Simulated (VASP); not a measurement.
A run of VASP 6.6.1:

File INCAR:

```
PREC = Accurate
ENCUT = 520
EDIFF = 1E-7
ISMEAR = -4
SIGMA = 0.1
LREAL = False
LASPH = True
NELM = 60
ALGO = Fast
ISIF = 2
LWAVE = False
LCHARG = True
GGA = PE
LELF = True
LVHAR = True
NBANDS = 10
```

KPOINTS

```
Automatic mesh
0
Gamma
  6 6 6
```

POSCAR

```
Na
1.0
   -1.8882910800      1.8882910800      2.6372766800
    1.8882910800     -1.8882910800      2.6372766800
    1.8882910800      1.8882910800     -2.6372766800
Na
1
Direct
    0.0000000000      0.0000000000      0.0000000000
```

Potentials or basis: VASP PAW PBE potentials, release 64 (Na_pv).

The run is started by

```sh
$ cat potpaw_PBE.64/Na_pv/POTCAR > POTCAR
$ mpirun -np 1 vasp_std > vasp.out
```

Hardware: 1 thread of Intel(R) Xeon(R) Platinum 8259CL CPU @ 2.50GHz (Skylake/Cascade Lake), with other jobs on the host.

Question: Estimate the wall time of this run.

Answer: Wall time 10 s on 1 thread of Intel(R) Xeon(R) Platinum 8259CL CPU @ 2.50GHz (Skylake/Cascade Lake) (shared host), peak memory 0.14 GiB. Counts: scf iterations 12, k points 30.
